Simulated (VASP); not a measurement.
# Ir (P6_3/mmc) in VASP: a series of runs

Runs on Ir. Level: PBEsol. Tasks: single point.

Everything below comes from runs of VASP 6.6.1. Logs are shortened: lines on timing, memory, paths and dates and some standing lists are left out, and cuts for length are marked.

### Step 1. The cell of the first run

It takes space group P6_3/mmc (No. 194, hexagonal). The conventional cell has a = 2.719 Å, b = 2.719 Å, c = 4.408 Å, α = 90.00°, β = 90.00°, γ = 120.00°. Ir (site symmetry -6m2) has 12 Ir at 2.71 to 2.72 Å within 3.6 Å.

This isn't the form of Ir at room conditions, which is fcc.

### Step 2. Single point, PBEsol, collinear spin (14.11 Å³/atom)

INCAR

```
ALGO = Normal ; EDIFF = 1E-6
ENCUT = 520 ; GGA = PS
ISIF = 2 ; ISMEAR = 0
ISPIN = 2 ; LASPH = T
LCHARG = F ; LMAXMIX = 4
LORBIT = 11 ; LREAL = F
LWAVE = F ; MAGMOM = 0.7 0.7
NBANDS = 20 ; NELM = 150
NUPDOWN = 1.4 ; PREC = Accurate
SIGMA = 0.15
```

KPOINTS

```
k-points
0
Gamma
  21 21 12
```

POSCAR

```
Ir
1.0
    2.7188340441      0.0000000000      0.0000000000
   -1.3594170221      2.3545793509      0.0000000000
    0.0000000000      0.0000000000      4.4080676386
Ir
2
Direct
    0.6666666667      0.3333333333      0.7500000000
    0.3333333333      0.6666666667      0.2500000000
```

Potentials or basis: VASP PAW PBE potentials, release 64 (Ir).

Run with:

```bash
$ cat potpaw_PBE.64/Ir/POTCAR > POTCAR
$ mpirun -np 1 vasp_std > vasp.out
```

OUTCAR:

```text
EDIFF = 1E-6
   ENCUT = 520
   GGA = PS
   ISIF = 2
   ISMEAR = 0
   ISPIN = 2
   LASPH = T
   LORBIT = 11
   LREAL = F
   NELM = 150
   NUPDOWN = 1.4
   PREC = Accurate

 ion  position               nearest neighbor table
   1  0.667  0.333  0.750-   2 2.71   2 2.71   2 2.71   2 2.71   2 2.71   2 2.71
   2  0.333  0.667  0.250-   1 2.71   1 2.71   1 2.71   1 2.71   1 2.71   1 2.71

  LATTYP: Found a hexagonal cell.
 ALAT       =     2.7188340441
 C/A-ratio  =     1.6213080928

  Lattice vectors:

 A1 = (   2.7188340441,   0.0000000000,   0.0000000000)
 A2 = (  -1.3594170221,   2.3545793509,   0.0000000000)
 A3 = (   0.0000000000,   0.0000000000,   4.4080676386)

Analysis of symmetry for initial positions (statically):
=====================================================================
 Subroutine PRICEL returns:
 Original cell was already a primitive cell.

 Routine SETGRP: Setting up the symmetry group for a
 hexagonal supercell.

 Subroutine GETGRP returns: Found 24 space group operations
 (whereof 12 operations were pure point group operations)
 out of a pool of 24 trial point group operations.

The static configuration has the point symmetry D_3d.
 The point group associated with its full space group is D_6h.

Analysis of symmetry for dynamics (positions and initial velocities):
=====================================================================
 Subroutine PRICEL returns:
 Original cell was already a primitive cell.

 Routine SETGRP: Setting up the symmetry group for a
 hexagonal supercell.

 Subroutine GETGRP returns: Found 24 space group operations
 (whereof 12 operations were pure point group operations)
 out of a pool of 24 trial point group operations.

The dynamic configuration has the point symmetry D_3d.
 The point group associated with its full space group is D_6h.

Analysis of structural, dynamic, and magnetic symmetry:
=====================================================================
 Subroutine PRICEL returns:
 Original cell was already a primitive cell.

 Routine SETGRP: Setting up the symmetry group for a
 hexagonal supercell.

 Subroutine GETGRP returns: Found 24 space group operations
 (whereof 12 operations were pure point group operations)
 out of a pool of 24 trial point group operations.

The overall configuration has the point symmetry D_3d.
 The point group associated with its full space group is D_6h.

 Subroutine INISYM returns: Found 24 space group operations
 (whereof 12 operations are pure point group operations),
 and found     1 'primitive' translations

----------------------------------------------------------------------------------------

                                     Primitive cell

  volume of cell :      28.2192

  direct lattice vectors                    reciprocal lattice vectors
     2.718834044  0.000000000  0.000000000     0.367804722  0.212352155  0.000000000
    -1.359417022  2.354579351  0.000000000     0.000000000  0.424704311  0.000000000
     0.000000000  0.000000000  4.408067639     0.000000000  0.000000000  0.226856773

  length of vectors
     2.718834044  2.718834044  4.408067639     0.424704311  0.424704311  0.226856773

  position of ions in fractional coordinates (direct lattice)
     0.666666667  0.333333333  0.750000000
     0.333333333  0.666666667  0.250000000

  ion indices of the primitive-cell ions
   primitive index   ion index
                 1           1
                 2           2

----------------------------------------------------------------------------------------

 KPOINTS: k-points

Automatic generation of k-mesh.
 Grid dimensions read from file:
 generate k-points for:   21   21   12

 Generating k-lattice:

  Cartesian coordinates                     Fractional coordinates (reciprocal lattice)
     0.017514511  0.010112007  0.000000000     0.047619048  0.000000000  0.000000000
     0.000000000  0.020224015  0.000000000     0.000000000  0.047619048  0.000000000
     0.000000000  0.000000000  0.018904731     0.000000000  0.000000000  0.083333333

  Length of vectors
     0.020224015  0.020224015  0.018904731

  Shift w.r.t. Gamma in fractional coordinates (k-lattice)
     0.000000000  0.000000000  0.000000000

 Subroutine IBZKPT returns following result:
 ===========================================

 Found    336 irreducible k-points:

 Following reciprocal coordinates:
            Coordinates               Weight
  0.000000  0.000000  0.000000      1.000000
  0.047619 -0.000000  0.000000      6.000000
  0.095238  0.000000  0.000000      6.000000
  0.142857  0.000000  0.000000      6.000000
  0.190476  0.000000  0.000000      6.000000
  0.238095  0.000000  0.000000      6.000000
[... 16 lines left out ...]
  0.142857  0.095238  0.000000     12.000000
  0.190476  0.095238  0.000000     12.000000
 [... further k-points ...]
   k-points           NKPTS =    336   k-points in BZ     NKDIM =    336   number of bands    NBANDS=     20
   number of dos      NEDOS =    301   number of ions     NIONS =      2
   total plane-waves  NPLWV =  14400
   dimension x,y,z NGX =    20 NGY =   20 NGZ =   36
   dimension x,y,z NGXF=    40 NGYF=   40 NGZF=   72
   ions per type =               2
   NGX,Y,Z   is equivalent  to a cutoff of  12.23, 12.23, 13.58 a.u.
   NGXF,Y,Z  is equivalent  to a cutoff of  24.46, 24.46, 27.15 a.u.
 SYSTEM =  unknown system
   PREC   = accura    normal or accurate (medium, high low for compatibility)
   ISTART =      0    job   : 0-new  1-cont  2-samecut
   ICHARG =      2    charge: 1-file 2-atom 10-const
   ISPIN  =      2    spin polarized calculation?
   LNONCOLLINEAR =      F non collinear calculations
   LSORBIT =      F    spin-orbit coupling
   LASPH  =      T    aspherical Exc in radial PAW
   ENCUT  =  520.0 eV  38.22 Ry    6.18 a.u.   5.06  5.06  8.20*2*pi/ulx,y,z
   NELM   =    150;   NELMIN=  2; NELMDL= -5     # of ELM steps
   EDIFF  = 0.1E-05   stopping-criterion for ELM
   LREAL  =      F    real-space projection
   EDIFFG = 0.1E-04   stopping-criterion for IOM
   NSW    =      0    number of steps for IOM
   IBRION =     -1    ionic relax: 0-MD 1-quasi-New 2-CG
   NFREE  =      0    steps in history (QN), initial steepest desc. (CG)
   ISIF   =      2    stress and relaxation
   ISYM   =      2    0-nonsym 1-usesym 2-fastsym
   POTIM  = 0.5000    time-step for ionic-motion
   TEBEG  =    0.0;   TEEND  =   0.0 temperature during run
   PSTRESS=    0.0 pullay stress
   NELECT =      18.0000    total number of electrons
   NUPDOWN=       1.4000    fix difference up-down
   EMIN   =  10.00;   EMAX   =-10.00  energy-range for DOS
   EFERMI =   0.00;   METHOD = LEGACY
   ISMEAR =     0;   SIGMA  =   0.15  broadening in eV -4-tet -1-fermi 0-gaus
   EFERMI_NEDOS =   21; number of points for ismear=-14 and -15
   IALGO  =     38    algorithm
   IMIX   =      4    mixing-type and parameters
     AMIX     =   0.40;   BMIX     =  1.00
     AMIX_MAG =   1.60;   BMIX_MAG =  1.00
  volume/ion in A,a.u.               =      14.11        95.22
  Fermi-wavevector in a.u.,A,eV,Ry     =   1.409238  2.663073 27.020501  1.985951
  Thomas-Fermi vector in A             =   2.531314
   LORBIT       =     11    0 simple, 1 ext, 2 COOP (PROOUT), +10 PAW based schemes
   GGA     = PS    functional components
   LHFCALC =     F    Hartree Fock is set to
   AEXX    =    0.0000 exact exchange contribution
   IVDW    =     0    specifies the selected vdW correction
   LEPSILON=     F    determine dielectric tensor
   LRPA    =     F    only Hartree local field effects (RPA)
 spin polarized calculation
 Gauss-broadening in eV      SIGMA  =   0.15
  energy-cutoff  :      520.00
  volume of cell :       28.22
 maximum number of plane-waves:       780
   NGX = 11   NGY = 11   NGZ = 17

 number of electron      18.0000000 magnetization       1.4000000

 Free energy of the ion-electron system (eV)
  ---------------------------------------------------
  ext. energy  EPLUGINS =         0.00000000
  ---------------------------------------------------
  free energy    TOTEN  =       -19.23719502 eV

  energy without entropy =      -19.21079912  energy(sigma->0) =      -19.22399707

 E-fermi :   9.9424     XC(G=0): -14.1114

 val. band max:       10.7008631556   @ k =   0.3810   0.0000   0.4167
 cond. band min:       9.9439182418   @ k =   0.3333   0.0000   0.0833
 fundamental gap:     -0.7569449138
 Fermi energy:        10.7027238618

 spin component 1

 k-point     1 :       0.0000    0.0000    0.0000
  band No.  band energies     occupation
      1      -1.0129      1.00000
      2       1.9973      1.00000
      3       6.2306      1.00000
      4       6.3255      1.00000
      5       6.3255      1.00000
      6       6.9882      1.00000
[... 12 lines left out ...]
     19      33.0056      0.00000
     20      33.0056      0.00000

 k-point     2 :       0.0476   -0.0000    0.0000
  band No.  band energies     occupation
      1      -0.9232      1.00000
      2       2.0779      1.00000
      3       6.0340      1.00000
      4       6.4010      1.00000
      5       6.5030      1.00000
      6       6.9378      1.00000
[... 12 lines left out ...]
     19      31.7776      0.00000
     20      33.1096      0.00000
[... 465 lines left out ...]
      3       5.0238      1.00000
      4       5.6889      1.00000
      5       6.3439      1.00000
      6       6.7077      1.00000
[... 12 lines left out ...]
     19      30.6841      0.00000
     20      34.2670      0.00000

 k-point    24 :       0.1905    0.0952    0.0000
  band No.  band energies     occupation
      1       1.1712      1.00000
      2       3.4845      1.00000
      3       4.9042      1.00000
      4       5.0558      1.00000
      5       6.2411      1.00000
      6       6.4647      1.00000
[... 12 lines left out ...]
     19      31.3060      0.00000
     20      33.2900      0.00000

 [... further k-points ...]

 spin component 2

 k-point     1 :       0.0000    0.0000    0.0000
  band No.  band energies     occupation
      1      -0.8387      1.00000
      2       2.3034      1.00000
      3       6.6704      1.00000
      4       6.7539      1.00000
      5       6.7539      1.00000
      6       7.4297      1.00000
[... 12 lines left out ...]
     19      33.1873      0.00000
     20      33.1874      0.00000

 k-point     2 :       0.0476   -0.0000    0.0000
  band No.  band energies     occupation
      1      -0.7489      1.00000
      2       2.3847      1.00000
      3       6.4618      1.00000
      4       6.8299      1.00000
      5       6.9413      1.00000
      6       7.3772      1.00000
[... 12 lines left out ...]
     19      31.9167      0.00000
     20      33.2914      0.00000
[... 465 lines left out ...]
      3       5.4119      1.00000
      4       6.0406      1.00000
      5       6.7549      1.00000
      6       7.1545      1.00000
[... 12 lines left out ...]
     19      30.8498      0.00000
     20      34.4861      0.00000

 k-point    24 :       0.1905    0.0952    0.0000
  band No.  band energies     occupation
      1       1.3556      1.00000
      2       3.8217      1.00000
      3       5.2739      1.00000
      4       5.4089      1.00000
      5       6.6434      1.00000
      6       6.9046      1.00000
[... 12 lines left out ...]
     19      31.4923      0.00000
     20      33.5330      0.00000

 [... further k-points ...]

------------------------ aborting loop because EDIFF is reached ----------------------------------------

  FORCE on cell =-STRESS in cart. coord.  units (eV):
  Direction    XX          YY          ZZ          XY          YZ          ZX
  --------------------------------------------------------------------------------------
  -------------------------------------------------------------------------------------
  Total        0.9680585      0.9680585      0.8900133     -0.0000000     -0.0000000      0.0000000
  in kB       54.9626815     54.9626815     50.5315731     -0.0000000     -0.0000000      0.0000000
  external PRESSURE =      53.4856454 kB  Pullay stress =       0.0000000 kB

 VOLUME and BASIS-vectors are now :
 -----------------------------------------------------------------------------
  energy-cutoff  :      520.00
  volume of cell :       28.22
      direct lattice vectors                 reciprocal lattice vectors
     2.718834044  0.000000000  0.000000000     0.367804722  0.212352155  0.000000000
    -1.359417022  2.354579351  0.000000000     0.000000000  0.424704311  0.000000000
     0.000000000  0.000000000  4.408067639     0.000000000  0.000000000  0.226856773

 POSITION                                       TOTAL-FORCE (eV/Angst)
 -----------------------------------------------------------------------------------
      1.35942      0.78486      3.30605         0.000000     -0.000000      0.000000
     -0.00000      1.56972      1.10202        -0.000000      0.000000      0.000000
 -----------------------------------------------------------------------------------
    total drift:                               -0.000000      0.000000     -0.000000

  FREE ENERGIE OF THE ION-ELECTRON SYSTEM (eV)
  ---------------------------------------------------
  free  energy   TOTEN  =       -19.2371950171 eV

  energy  without entropy=      -19.2107991187  energy(sigma->0) =      -19.22399707

 total charge

# of ion       s       p       d       tot
------------------------------------------
    1        0.670   0.747   6.984   8.401
    2        0.670   0.747   6.984   8.401
--------------------------------------------------
tot          1.340   1.493  13.969  16.802

 magnetization (x)

# of ion       s       p       d       tot
------------------------------------------
    1        0.003   0.004   0.675   0.683
    2        0.003   0.004   0.675   0.683
--------------------------------------------------
tot          0.007   0.009   1.350   1.366
```

It took 1.9 min on 1 thread of Intel Xeon 6975P-C (Granite Rapids), shared host; peak memory 0.36 GiB.

What came out:

```
Free energy                                           : -19.2372 eV
Pressure                                              : 5.3 GPa
Net moment                                            : 1.40 μB per cell
Site moments                                          : Ir +0.68 μB
Valence electrons inside the program's atomic spheres : Ir 8.40
```

Caveat: the cell stands under pressure; the PAW data sets were made with another functional, which shifts forces and pressure a little; spin-orbit coupling is left out, which moves the levels of the heavy elements; the total moment is fixed, so each spin has its own Fermi level.

[end of part 1 of 2]
